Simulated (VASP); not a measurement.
# Sr4Ti4O11 (a cell with a defect) in VASP: notebook

The runs below take Sr4Ti4O11 (a cell with a defect) through single point, with PBE.

All numbers are computed with VASP 6.6.1; they aren't measurements. Logs are shortened: lines on timing, memory, paths and dates and some standing lists are left out, and cuts for length are marked.

**1. The cell of the first run**

The cell holds a defect, 19 atoms: a = 6.818 Å, b = 6.818 Å, c = 6.818 Å, α = 109.47°, β = 109.47°, γ = 109.47°.

**2. Single point, PBE**

Contents of INCAR:

```
SYSTEM = Sr4Ti4O11
  PREC = Accurate
  ENCUT = 520
  EDIFF = 1E-6
  ISMEAR = 0
  SIGMA = 0.02
  LREAL = Auto
  LASPH = .TRUE.
  NELM = 80
  ALGO = Normal
  ISIF = 2
  LWAVE = .FALSE.
  LCHARG = .TRUE.
  GGA = PE
  LELF = .TRUE.
  LVHAR = .TRUE.
  NBANDS = 92
  NELECT = 152.0
```

Contents of KPOINTS:

```
Automatic mesh
0
G
  3 3 3
  0 0 0
```

Contents of POSCAR:

```
Sr4Ti4O11
1.0
   -3.9364226094      3.9364226094      3.9364226094
    3.9364226094     -3.9364226094      3.9364226094
    3.9364226094      3.9364226094     -3.9364226094
Sr Ti O
4 4 11
Direct
   -0.0072732282     -0.0046078640     -0.0035783760
    0.4957687966      0.4988470992     -0.0007487763
    0.4957687966     -0.0034824767      0.4969217470
   -0.0072732282      0.4963051973      0.4973346854
    0.5163635112      0.5146826703      0.5016807635
   -0.0251442769     -0.0181191165      0.4929747623
   -0.0255025971      0.4877170697     -0.0132197442
    0.4863714316     -0.0068902663     -0.0067382247
    0.2161152611      0.4192033386      0.2969118451
    0.7856392229      0.0213177060      0.2643215943
    0.7284590057      0.4785196324      0.7499392959
    0.2621446177      0.0129272197      0.7492173206
    0.7285020651      0.7495892318      0.4789127558
    0.2652365113      0.7523409689      0.0128957190
    0.7561839252      0.2554032175      0.0007807851
    0.5131741940      0.7490760756      0.7608203684
    0.0261458208      0.2636040646      0.7574336640
    0.0261458208      0.7687121786      0.2625416787
    0.5131741940      0.2523538752      0.2640981681
```

Potentials or basis: VASP PAW PBE potentials, release 64 (Sr_sv, Ti_sv, O).

Run with:

```bash
$ cat potpaw_PBE.64/Sr_sv/POTCAR potpaw_PBE.64/Ti_sv/POTCAR potpaw_PBE.64/O/POTCAR > POTCAR
$ mpirun -np 1 vasp_std > vasp.out
```

OUTCAR:

```text
SYSTEM = Sr4Ti4O11
   PREC = Accurate
   ENCUT = 520
   EDIFF = 1E-6
   ISMEAR = 0
   LREAL = Auto
   LASPH = .TRUE.
   NELM = 80
   ISIF = 2
   GGA = PE
   NELECT = 152.0

 ion  position               nearest neighbor table
   1  0.993  0.995  0.996-   9 2.43  10 2.65  16 2.67  18 2.75  15 2.77  17 2.83  14 2.87  12 2.88
                            11 2.88  13 2.88  19 2.90   5 3.30   6 3.36   8 3.38   7 3.40   7 3.42
   2  0.496  0.499  0.999-  17 2.61  13 2.67  11 2.69  14 2.70  12 2.71  16 2.72  15 2.81  19 2.85
                            10 2.91  18 2.95   9 3.27   6 3.31   7 3.32   5 3.34   8 3.41   8 3.41
   3  0.496  0.997  0.497-  18 2.61  13 2.67  11 2.69  14 2.70  12 2.71  19 2.72  15 2.81  16 2.85
                            10 2.91  17 2.95   9 3.27   6 3.31   7 3.32   5 3.34   8 3.41   8 3.41
   4  0.993  0.496  0.497-   9 2.43  10 2.65  19 2.67  17 2.75  15 2.77  18 2.83  14 2.87  12 2.88
                            11 2.88  13 2.88  16 2.90   5 3.30   6 3.36   8 3.38   7 3.40   7 3.42
   5  0.516  0.515  0.502-   9 1.78  13 1.86  19 1.96  16 1.96  11 1.98   4 3.30   1 3.30   3 3.34
                             2 3.34   2 3.48   3 3.48   1 3.52   4 3.52
   6  0.975  0.982  0.493-  10 1.83  13 1.83  18 1.97  17 1.97  12 2.03   2 3.31   3 3.31   4 3.36
                             1 3.36   1 3.46   4 3.46   3 3.51   2 3.51
   7  0.974  0.488  0.987-  15 1.83  11 1.87  17 2.01  18 2.01  14 2.09   3 3.32   2 3.32   4 3.40
                             1 3.40   1 3.42   4 3.42   2 3.50   3 3.50
   8  0.486  0.993  0.993-  14 1.90  12 1.93  19 1.99  16 1.99  15 2.07  10 2.15   1 3.38   4 3.38
                             2 3.41   3 3.41   3 3.41   2 3.41   4 3.44   1 3.44
   9  0.216  0.419  0.297-   5 1.78   1 2.43   4 2.43   2 3.27   3 3.27
  10  0.786  0.021  0.264-   6 1.83   8 2.15   4 2.65   1 2.65   3 2.91   2 2.91
  11  0.728  0.479  0.750-   7 1.87   5 1.98   3 2.69   2 2.69   4 2.88   1 2.88
  12  0.262  0.013  0.749-   8 1.93   6 2.03   3 2.71   2 2.71   4 2.88   1 2.88
  13  0.729  0.750  0.479-   6 1.83   5 1.86   2 2.67   3 2.67   4 2.88   1 2.88
  14  0.265  0.752  0.013-   8 1.90   7 2.09   3 2.70   2 2.70   1 2.87   4 2.87
  15  0.756  0.255  0.001-   7 1.83   8 2.07   4 2.77   1 2.77   2 2.81   3 2.81
  16  0.513  0.749  0.761-   5 1.96   8 1.99   1 2.67   2 2.72   3 2.85   4 2.90
  17  0.026  0.264  0.757-   6 1.97   7 2.01   2 2.61   4 2.75   1 2.83   3 2.95
  18  0.026  0.769  0.263-   6 1.97   7 2.01   3 2.61   1 2.75   4 2.83   2 2.95
  19  0.513  0.252  0.264-   5 1.96   8 1.99   4 2.67   3 2.72   2 2.85   1 2.90

  LATTYP: Found a body centered cubic cell.
 ALAT       =     7.8728452188

  Lattice vectors:

 A1 = (  -3.9364226094,   3.9364226094,   3.9364226094)
 A2 = (   3.9364226094,  -3.9364226094,   3.9364226094)
 A3 = (   3.9364226094,   3.9364226094,  -3.9364226094)

Analysis of symmetry for initial positions (statically):
=====================================================================
 Subroutine PRICEL returns:
 Original cell was already a primitive cell.

 Routine SETGRP: Setting up the symmetry group for a
 body centered cubic supercell.

 Subroutine GETGRP returns: Found  2 space group operations
 (whereof  1 operations were pure point group operations)
 out of a pool of 48 trial point group operations.

The static configuration has the point symmetry C_1 .
 The point group associated with its full space group is C_1h.

Analysis of symmetry for dynamics (positions and initial velocities):
=====================================================================
 Subroutine PRICEL returns:
 Original cell was already a primitive cell.

 Routine SETGRP: Setting up the symmetry group for a
 body centered cubic supercell.

 Subroutine GETGRP returns: Found  2 space group operations
 (whereof  1 operations were pure point group operations)
 out of a pool of 48 trial point group operations.

The dynamic configuration has the point symmetry C_1 .
 The point group associated with its full space group is C_1h.

 Subroutine INISYM returns: Found  2 space group operations
 (whereof  1 operations are pure point group operations),
 and found     1 'primitive' translations

----------------------------------------------------------------------------------------

                                     Primitive cell

  volume of cell :     243.9861

  direct lattice vectors                    reciprocal lattice vectors
    -3.936422609  3.936422609  3.936422609     0.000000000  0.127018882  0.127018882
     3.936422609 -3.936422609  3.936422609     0.127018882  0.000000000  0.127018882
     3.936422609  3.936422609 -3.936422609     0.127018882  0.127018882  0.000000000

  length of vectors
     6.818083960  6.818083960  6.818083960     0.179631826  0.179631826  0.179631826
[... 51 lines left out ...]

 Generating k-lattice:

  Cartesian coordinates                     Fractional coordinates (reciprocal lattice)
     0.000000000  0.042339627  0.042339627     0.333333333  0.000000000  0.000000000
     0.042339627  0.000000000  0.042339627     0.000000000  0.333333333  0.000000000
     0.042339627  0.042339627  0.000000000     0.000000000  0.000000000  0.333333333

  Length of vectors
     0.059877275  0.059877275  0.059877275

  Shift w.r.t. Gamma in fractional coordinates (k-lattice)
     0.000000000  0.000000000  0.000000000

 Subroutine IBZKPT returns following result:
 ===========================================

 Found     10 irreducible k-points:

 Following reciprocal coordinates:
            Coordinates               Weight
  0.000000  0.000000  0.000000      1.000000
  0.333333  0.000000  0.000000      2.000000
  0.000000  0.333333  0.000000      4.000000
  0.000000  0.000000  0.333333      4.000000
  0.000000  0.333333 -0.333333      2.000000
  0.333333  0.333333  0.000000      4.000000
  0.000000  0.333333  0.333333      4.000000
 -0.333333  0.333333  0.333333      2.000000
  0.333333 -0.333333  0.333333      2.000000
  0.333333  0.333333 -0.333333      2.000000
   k-points           NKPTS =     10   k-points in BZ     NKDIM =     10   number of bands    NBANDS=     92
   number of dos      NEDOS =    301   number of ions     NIONS =     19
   total plane-waves  NPLWV = 157464
   dimension x,y,z NGX =    54 NGY =   54 NGZ =   54
   dimension x,y,z NGXF=   108 NGYF=  108 NGZF=  108
   ions per type =               4   4  11
   NGX,Y,Z   is equivalent  to a cutoff of  13.17, 13.17, 13.17 a.u.
   NGXF,Y,Z  is equivalent  to a cutoff of  26.33, 26.33, 26.33 a.u.
 SYSTEM =  Sr4Ti4O11
   PREC   = accura    normal or accurate (medium, high low for compatibility)
   ISTART =      0    job   : 0-new  1-cont  2-samecut
   ICHARG =      2    charge: 1-file 2-atom 10-const
   ISPIN  =      1    spin polarized calculation?
   LNONCOLLINEAR =      F non collinear calculations
   LSORBIT =      F    spin-orbit coupling
   LASPH  =      T    aspherical Exc in radial PAW
   ENCUT  =  520.0 eV  38.22 Ry    6.18 a.u.  12.68 12.68 12.68*2*pi/ulx,y,z
   NELM   =     80;   NELMIN=  2; NELMDL= -5     # of ELM steps
   EDIFF  = 0.1E-05   stopping-criterion for ELM
   LREAL  =      T    real-space projection
   EDIFFG = 0.1E-04   stopping-criterion for IOM
   NSW    =      0    number of steps for IOM
[... 5 lines left out ...]
   TEBEG  =    0.0;   TEEND  =   0.0 temperature during run
   PSTRESS=    0.0 pullay stress
   NELECT =     152.0000    total number of electrons
   NUPDOWN=      -1.0000    fix difference up-down
   EMIN   =  10.00;   EMAX   =-10.00  energy-range for DOS
   EFERMI =   0.00;   METHOD = LEGACY
   ISMEAR =     0;   SIGMA  =   0.02  broadening in eV -4-tet -1-fermi 0-gaus
   EFERMI_NEDOS =   21; number of points for ismear=-14 and -15
   IALGO  =     38    algorithm
   IMIX   =      4    mixing-type and parameters
     AMIX     =   0.40;   BMIX     =  1.00
     AMIX_MAG =   1.60;   BMIX_MAG =  1.00
  volume/ion in A,a.u.               =      12.84        86.66
  Fermi-wavevector in a.u.,A,eV,Ry     =   1.398195  2.642205 26.598687  1.954948
  Thomas-Fermi vector in A             =   2.521377
   LORBIT       =      0    0 simple, 1 ext, 2 COOP (PROOUT), +10 PAW based schemes
   GGA     = PE    functional components
   LHFCALC =     F    Hartree Fock is set to
   AEXX    =    0.0000 exact exchange contribution
   IVDW    =     0    specifies the selected vdW correction
   LEPSILON=     F    determine dielectric tensor
   LRPA    =     F    only Hartree local field effects (RPA)
 non-spin polarized calculation
 Gauss-broadening in eV      SIGMA  =   0.02
  energy-cutoff  :      520.00
  volume of cell :      243.99
 maximum number of plane-waves:      6603
 NGX is ok and might be reduce to    54
   NGX = 25   NGY = 25   NGZ = 25

 number of electron     151.9999998 magnetization

 Free energy of the ion-electron system (eV)
  ---------------------------------------------------
  ext. energy  EPLUGINS =         0.00000000
  ---------------------------------------------------
  free energy    TOTEN  =      -161.70043334 eV

  energy without entropy =     -161.70043334  energy(sigma->0) =     -161.70043334

 E-fermi :   3.7959     XC(G=0): -10.7769

 val. band max:        3.6584695262   @ k =   0.3333   0.3333  -0.3333
 cond. band min:       5.7828004531   @ k =   0.0000   0.0000   0.0000
 fundamental gap:      2.1243309270
 Fermi energy:         3.7958774283

 k-point     1 :       0.0000    0.0000    0.0000
  band No.  band energies     occupation
      1     -52.8859      2.00000
      2     -52.8610      2.00000
      3     -52.7916      2.00000
      4     -52.6225      2.00000
      5     -29.3616      2.00000
      6     -29.2299      2.00000
[... 899 lines left out ...]
     87       7.8880      0.00000
     88       7.8971      0.00000
 [bands above 88 left out]

------------------------ aborting loop because EDIFF is reached ----------------------------------------

  FORCE on cell =-STRESS in cart. coord.  units (eV):
  Direction    XX          YY          ZZ          XY          YZ          ZX
  --------------------------------------------------------------------------------------
  -------------------------------------------------------------------------------------
  Total      -14.7790845    -12.3435995    -12.4311991      0.0000000      1.0867965      0.0000000
  in kB      -97.0494260    -81.0563907    -81.6316283      0.0000000      7.1366380      0.0000000
  external PRESSURE =     -86.5791483 kB  Pullay stress =       0.0000000 kB

 VOLUME and BASIS-vectors are now :
 -----------------------------------------------------------------------------
  energy-cutoff  :      520.00
  volume of cell :      243.99
      direct lattice vectors                 reciprocal lattice vectors
    -3.936422609  3.936422609  3.936422609     0.000000000  0.127018882  0.127018882
     3.936422609 -3.936422609  3.936422609     0.127018882  0.000000000  0.127018882
     3.936422609  3.936422609 -3.936422609     0.127018882  0.127018882  0.000000000

 POSITION                                       TOTAL-FORCE (eV/Angst)
 -----------------------------------------------------------------------------------
      3.93283      3.91184      3.90374        -0.006498      0.038725     -0.029410
      3.94559      3.92136     -0.01825         0.018454      0.032950     -0.037816
      3.92725     -0.01506      3.91818        -0.018454      0.032950     -0.037816
      0.00359      3.91184      3.90374         0.006498      0.038725     -0.029410
      1.96821      1.98144      2.08381        -0.000000      0.029444     -0.002286
      1.96821      1.91290      5.76199         0.000000      0.133688      0.020901
[... 11 lines left out ...]
      3.95653     -1.88958      2.09542         0.007139     -0.004483     -0.003350
      0.01290      2.06630      1.97384         0.027457      0.039900     -0.127597
 -----------------------------------------------------------------------------------
    total drift:                                0.005049     -0.003470     -0.022025

  FREE ENERGIE OF THE ION-ELECTRON SYSTEM (eV)
  ---------------------------------------------------
  free  energy   TOTEN  =      -161.7004333428 eV

  energy  without entropy=     -161.7004333428  energy(sigma->0) =     -161.70043334
```

Run time: 9.3 min. Hardware: 1 thread of AMD EPYC 7R13 (Zen 3), shared host; peak memory 0.43 GiB.

Results:

| Item | Value |
| --- | --- |
| Free energy | -161.7004 eV |
| Largest force | 0.797 eV/Å |

Forces in eV/Å, atoms in the order of the input:
```
Sr  -0.006  0.039 -0.029
Sr   0.018  0.033 -0.038
Sr  -0.018  0.033 -0.038
Sr   0.006  0.039 -0.029
Ti   0.000  0.029 -0.002
Ti   0.000  0.134  0.021
Ti   0.000  0.155  0.039
Ti   0.000  0.062 -0.014
O    0.000 -0.578  0.549
O    0.000 -0.023  0.075
O    0.000 -0.003  0.002
O    0.000 -0.011 -0.035
O    0.000  0.063 -0.048
O    0.000  0.019 -0.036
O    0.000 -0.060 -0.154
O   -0.027  0.040 -0.128
O   -0.007 -0.004 -0.003
O    0.007 -0.004 -0.003
O    0.027  0.040 -0.128
```

Caveat: the cell carries a net charge on a neutralising background, which shifts energy and pressure; the cell is charged against a uniform background, so pressure and absolute levels hang on convention.

**3. Single point, PBE**

Contents of INCAR:

```
ALGO = Normal
EDIFF = 1E-6
ENCUT = 520
GGA = PE
ISIF = 2
ISMEAR = 0
LASPH = T
LCHARG = F
LREAL = Auto
LWAVE = F
NBANDS = 92
NELECT = 152.0
NELM = 60
PREC = Accurate
SIGMA = 0.02
```

Contents of KPOINTS:

```
k-points
0
Gamma
  3 3 3
```

Contents of POSCAR:

```
Sr4Ti4O11
1.0
   -3.9364226094      3.9364226094      3.9364226094
    3.9364226094     -3.9364226094      3.9364226094
    3.9364226094      3.9364226094     -3.9364226094
Sr Ti O
4 4 11
Direct
   -0.0072731012     -0.0035783760     -0.0046079910
    0.4957689236      0.4969218740     -0.0034822227
    0.4957686696     -0.0007490303      0.4988469722
   -0.0072731012      0.4973348124      0.4963051973
    0.5163635112      0.5016807635      0.5146826703
   -0.0255025971     -0.0132197442      0.4877170697
   -0.0251442769      0.4929747623     -0.0181191165
    0.4863714316     -0.0067383517     -0.0068901393
    0.2161153881      0.2969118451      0.4192034656
    0.7561839252      0.0007807851      0.2554032175
    0.7285020651      0.4789127558      0.7495892318
    0.2652366383      0.0128957190      0.7523408419
    0.7284590057      0.7499392959      0.4785196324
    0.2621446177      0.7492173206      0.0129272197
    0.7856393500      0.2643215943      0.0213178330
    0.5131741940      0.7608203684      0.7490760756
    0.0261458208      0.2625416787      0.7687121786
    0.0261458208      0.7574336640      0.2636040646
    0.5131743211      0.2640981681      0.2523540022
```

Potentials or basis: VASP PAW PBE potentials, release 64 (Sr_sv, Ti_sv, O).

Run with:

```bash
$ cat potpaw_PBE.64/Sr_sv/POTCAR potpaw_PBE.64/Ti_sv/POTCAR potpaw_PBE.64/O/POTCAR > POTCAR
$ mpirun -np 1 vasp_std > vasp.out
```

Run time: 9.4 min. Hardware: 1 thread of AMD EPYC 7R13 (Zen 3), shared host; peak memory 0.44 GiB.

Results (log left out):

* Free energy: -161.7004 eV
* Largest force: 0.797 eV/Å

Forces in eV/Å, atoms in the order of the input:
```
Sr  -0.007 -0.029  0.039
Sr  -0.018 -0.038  0.033
Sr   0.018 -0.038  0.033
Sr   0.007 -0.029  0.039
Ti   0.000 -0.002  0.029
Ti   0.000  0.039  0.155
Ti   0.000  0.021  0.133
Ti   0.000 -0.014  0.062
O    0.000  0.549 -0.578
O    0.000 -0.154 -0.060
O    0.000 -0.048  0.063
O    0.000 -0.036  0.019
O    0.000  0.002 -0.003
O    0.000 -0.035 -0.011
O    0.000  0.075 -0.022
O   -0.027 -0.128  0.040
O    0.007 -0.003 -0.004
O   -0.007 -0.003 -0.004
O    0.027 -0.128  0.040
```

Levels at points of the mesh, in eV from the Fermi level:
| k point | band 72 | band 73 | band 74 | band 75 | band 76 | band 77 | band 78 | band 79 | band 80 | band 81 |
| --- | --- | --- | --- | --- | --- | --- | --- | --- | --- | --- |
| (0.00, 0.00, 0.00) | -0.92 | -0.85 | -0.52 | -0.47 | -0.12 | 2.02 | 2.40 | 2.43 | 2.66 | 3.40 |

Caveat: the cell carries a net charge on a neutralising background, which shifts energy and pressure; the cell is charged against a uniform background, so pressure and absolute levels hang on convention.
